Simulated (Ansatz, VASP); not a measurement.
Bi: VASP beside Ansatz

INCAR

```
ALGO     = Normal         # electronic algorithm
EDIFF    = 1E-6           # SCF threshold, eV
ENCUT    = 520            # plane-wave cutoff, eV
GGA      = PE             # functional
ISIF     = 2              # what is computed and relaxed
ISMEAR   = 0              # smearing method
LASPH    = True           # aspherical terms in the spheres
LCHARG   = False          # write CHGCAR
LREAL    = False          # projectors in reciprocal space
LWAVE    = False          # write WAVECAR
NBANDS   = 22             # bands
NELM     = 80             # most SCF steps
PREC     = Accurate       # precision mode
SIGMA    = 0.1            # smearing width, eV
```

Contents of KPOINTS:

```
k-points
0
Gamma
  14 14 8
```

The input POSCAR:

```
Bi
1.0
    3.2475940849      0.0000000000      0.0000000000
   -1.6237970424      2.8124989787      0.0000000000
    0.0000000000      0.0000000000      5.2758143272
Bi
2
Direct
    0.3333333333      0.6666666667      0.2500000000
    0.6666666667      0.3333333333      0.7500000000
```

Input for Ansatz:

```yaml
crystal:
  lattice:
    - [3.2475940849, 0.0, 0.0]
    - [-1.6237970424, 2.8124989787, 0.0]
    - [0.0, 0.0, 5.2758143272]
  atoms:
    - { symbol: Bi, position: [0.3333333333, 0.6666666667, 0.25] }
    - { symbol: Bi, position: [0.6666666667, 0.3333333333, 0.75] }
kpoints:
  mp_grid: { grid: [14, 14, 8] }
scf:
  occupations: { method: gaussian, width: 0.1 }
hamiltonian:
  xc: pbe
  pseudopotentials: { kind: all_electron, lapw: { basis_error: 0.001 } }
output:
  forces: true
  stress: true
  eigenvalues: true
  populations: true
```

Alike in both runs: task single point; functional PBE; k mesh 14 × 14 × 8; occupations gaussian, width 0.1 eV; no spin polarisation.

|  | VASP | Ansatz |
| --- | --- | --- |
| version | VASP 6.6.1 | Ansatz 0.2.0 |
| potentials or method | VASP PAW PBE potentials, release 64 (Bi_d), cutoff 520 eV | all-electron LAPW, scalar-relativistic |

VASP gave:

* gap on the k mesh at the Fermi level (eV): none
* pressure (GPa): 26.8
* traceless stress, the component that is largest in VASP (GPa): -0.09

**Question.** Which values does Ansatz return?

**Answer.** gap on the k mesh at the Fermi level (eV): none; pressure (GPa): 27.0; traceless stress, the component that is largest in VASP (GPa): -0.10.

A gap of «none» marks a metal or a gap that the smearing closes. Ansatz ran all-electron here, and VASP with PAW potentials.

Neither program's run includes spin-orbit coupling.
